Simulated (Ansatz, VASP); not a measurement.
C in VASP and in Ansatz

```
C
1.0
     1.23250    0.71158    3.36139
    -1.23250    0.71158    3.36139
     0.00000   -1.42317    3.36139
C
2
Cartesian
  0.0000 0.0150 1.6800
  0.0000 -0.0150 8.4042
```

Change from the starting cell: mode 4 frozen in at +0.000 Å and mode 6 at +0.015 Å (largest displacements).

Alike in both runs: task single point; functional PBE; dispersion D3(BJ); k mesh 15 × 15 × 15; occupations gaussian, width 0.05 eV; no spin polarisation.

```csv
,VASP,Ansatz
version,VASP 6.6.1,Ansatz 0.2.0
potentials or method,"VASP PAW PBE potentials, release 64 (C), cutoff 520 eV","scalar-relativistic, plane waves, PAW"
valence electrons in the cell,8,8
```

Ansatz gave:

* gap on the k mesh at the Fermi level (eV): 0.32
* least direct gap on the mesh (eV): 0.32
* pressure (GPa): 0.4
* traceless stress, the component that is largest in VASP (GPa): 3.20
* rms of the force components (eV/Å): 0.899

Q: Estimate VASP's values.

A: gap on the k mesh at the Fermi level (eV): 0.32; least direct gap on the mesh (eV): 0.32; pressure (GPa): 0.8; traceless stress, the component that is largest in VASP (GPa): 3.52; rms of the force components (eV/Å): 0.901.

Atom by atom the forces differ by 0.002 eV/Å (rms over components).
